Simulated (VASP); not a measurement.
Write the native input for VASP 6.6.1 that does the following.

```yaml
Task: single point
Functional: PBEsol
Potentials_or_basis: VASP PAW PBE potentials, release 64 (Sc_sv)
Cutoff: 520 eV
k_mesh: 13 × 13 × 13
Occupations: fermi-dirac, width 0.1 eV
Spin: no spin polarisation
Dipole_correction: no
Further_INCAR_settings: ALGO = Normal; EDIFF = 1e-06; NBANDS = 12
```

The structure of Sc lies in POSCAR:

```
Sc
1.0
    0.0000000000      2.2174959939      2.2174959939
    2.2174959939      0.0000000000      2.2174959939
    2.2174959939      2.2174959939      0.0000000000
Sc
1
Direct
    0.0000000000      0.0000000000      0.0000000000
```

This cell differs from its parent crystal: volume scaled by 0.92.

The input as run:

INCAR

```
PREC     = Accurate       # precision mode
ENCUT    = 520            # plane-wave cutoff, eV
EDIFF    = 1E-6           # SCF threshold, eV
ISMEAR   = -1             # smearing method
SIGMA    = 0.1            # smearing width, eV
LREAL    = False          # projectors in reciprocal space
LASPH    = True           # aspherical terms in the spheres
NELM     = 60             # most SCF steps
ALGO     = Normal         # electronic algorithm
ISIF     = 2              # what is computed and relaxed
LWAVE    = False          # write WAVECAR
LCHARG   = True           # write CHGCAR
GGA      = PS             # functional
LELF     = True           # ELF
LVHAR    = True         
NBANDS   = 12             # bands
```

KPOINTS

```
Automatic mesh
0
Gamma
  13 13 13
```

Potentials or basis: VASP PAW PBE potentials, release 64 (Sc_sv).

Launch:

```bash
$ cat potpaw_PBE.64/Sc_sv/POTCAR > POTCAR
$ mpirun -np 1 vasp_std > vasp.out
```

Results of the run:

The pressure is 5.0 GPa.

Caveat: the PAW data sets were made with another functional, which shifts forces and pressure a little.

Wall time 20 s on 1 thread of Intel(R) Xeon(R) Platinum 8259CL CPU @ 2.50GHz (Skylake/Cascade Lake), on a shared host, peak memory 0.15 GiB.
